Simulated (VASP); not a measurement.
Write the native input for VASP 6.6.1 that does the following.

```yaml
Task: single point
Functional: LDA
Potentials_or_basis: VASP PAW LDA potentials, release 64 (In_d, Sb)
Cutoff: 520 eV
k_mesh: 14 × 14 × 14
Occupations: gaussian, width 0.15 eV
Spin: no spin polarisation
Dipole_correction: no
Further_INCAR_settings: ALGO = Normal; EDIFF = 1e-07; NBANDS = 16
```

The structure of InSb lies in POSCAR:

```
InSb
1.0
    0.0000000000      3.0735130000      3.0274103050
    3.0735130000      0.0000000000      3.0274103050
    3.0735130000      3.0735130000      0.0000000000
In Sb
1 1
Direct
    0.0000000000      0.0000000000      0.0000000000
    0.5000000000      0.5000000000      0.5000000000
```

This cell differs from its parent crystal: strain -0.0150 x Voigt [0, 0, 1, 0, 0, 0].

One way to write it, as run:

INCAR

```
SYSTEM = InSb
  PREC = Accurate
  ENCUT = 520
  EDIFF = 1E-7
  ISMEAR = 0
  SIGMA = 0.15
  LREAL = .FALSE.
  LASPH = .TRUE.
  NELM = 80
  ALGO = Normal
  ISIF = 2
  LWAVE = .FALSE.
  LCHARG = .TRUE.
  GGA = CA
  LELF = .TRUE.
  LVHAR = .TRUE.
  NBANDS = 16
```

KPOINTS

```
Automatic mesh
0
G
  14 14 14
  0 0 0
```

Potentials or basis: VASP PAW LDA potentials, release 64 (In_d, Sb).

Launch:

```bash
$ cat potpaw_LDA.64/In_d/POTCAR potpaw_LDA.64/Sb/POTCAR > POTCAR
$ mpirun -np 1 vasp_std > vasp.out
```

Results of the run:

| Property | Result |
| --- | --- |
| Pressure | -3.4 GPa |
| Band gap on the k mesh | zero (bands 9 and 10 overlap by 2.77 eV) |

Caveat: the cell differs from its parent crystal (strain -0.0150 x Voigt [0, 0, 1, 0, 0, 0]); the cell stands under tension; spin-orbit coupling is left out, which moves the levels of the heavy elements.

It took 99 s on 1 thread of AMD EPYC 9R45 96-Core Processor (Zen 5) (shared host), peak memory 0.31 GiB.
